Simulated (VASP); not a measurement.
Write the native input for VASP 6.6.1 that does the following.

```
Task                   : single point
Functional             : PBEsol
Potentials or basis    : VASP PAW PBE potentials, release 64 (Ag)
Cutoff                 : 500 eV
k mesh                 : 11 × 11 × 6
Occupations            : methfessel-paxton, width 0.1 eV
Spin                   : no spin polarisation
Dipole correction      : no
Further INCAR settings : ALGO = Normal; EDIFF = 1e-06; NBANDS = 18
```

The structure of Ag lies in POSCAR:

```
Ag
1.0
    2.9037205575      0.0000000000      0.0000000000
   -1.4518602787      2.5146953391      0.0000000000
    0.0000000000      0.0000000000      4.7470380445
Ag
2
Direct
    0.3333333333      0.6666666667      0.2500000000
    0.6666666667      0.3333333333      0.7500000000
```

These files were run (other wordings do the same):

INCAR

```
PREC = Accurate ; ENCUT = 500
EDIFF = 1E-6 ; ISMEAR = 1
SIGMA = 0.1 ; LREAL = F
LASPH = T ; NELM = 120
ALGO = Normal ; ISIF = 2
LWAVE = F ; LCHARG = F
GGA = PS ; NBANDS = 18
GGA_COMPAT = F
```

KPOINTS

```
regular mesh
0
Gamma
  11 11 6
```

Potentials or basis: VASP PAW PBE potentials, release 64 (Ag).

Run with:

```sh
$ cat potpaw_PBE.64/Ag/POTCAR > POTCAR
$ mpirun -np 1 vasp_std > vasp.out
```

Results of the run:

```
Pressure               : -4.3 GPa
Band gap on the k mesh : zero (band 11 reaches 11.44 eV, above the bottom of band 12 at 4.64 eV)
```

Caveat: the PAW data sets were made with another functional, which shifts forces and pressure a little.

It took 21 s on 1 thread of Intel(R) Xeon(R) Platinum 8488C (Sapphire Rapids) (shared host), peak memory 0.16 GiB.
